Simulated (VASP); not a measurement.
Here is a VASP 6.6.1 calculation.

Contents of INCAR:

```
SYSTEM = Sn
PREC = Accurate
ENCUT = 520
EDIFF = 1E-7
ISMEAR = 0
SIGMA = 0.1
LREAL = .False.
LASPH = .True.
NELM = 80
ALGO = Normal
ISIF = 2
LWAVE = .False.
LCHARG = .False.
GGA = PE
NBANDS = 21
```

File KPOINTS:

```
regular mesh
0
Gamma
  6 6 2
  0 0 0
```

The input POSCAR:

```
Sn
1.0
    3.6691776300      0.0000000000      0.0000000000
    0.0000000000      3.6691776300      0.0000000000
    0.0000000000      0.0000000000      8.3168237200
Sn
2
Direct
    0.0000000000      0.5000000000      0.4366429400
    0.5000000000      0.0000000000      0.5633570600
```

Potentials or basis: VASP PAW PBE potentials, release 64 (Sn_d).

Launch:

```console
$ cat potpaw_PBE.64/Sn_d/POTCAR > POTCAR
$ mpirun -np 1 vasp_std > vasp.out
```

(1) What does it give for the pressure?

(2) Estimate the band gap on the k mesh.

(3) Predict the largest force.

## Answers

(1) 6.0 GPa.

(2) zero (band 14 reaches 2.29 eV, above the bottom of band 15 at 1.33 eV).

(3) 1.078 eV/Å.

Caveat: the k points lie up to 0.38 Å⁻¹ apart; spin-orbit coupling is left out, which moves the levels of the heavy elements; forces of over 1 eV/Å act on the atoms, so gaps and moduli don't describe the material at rest.
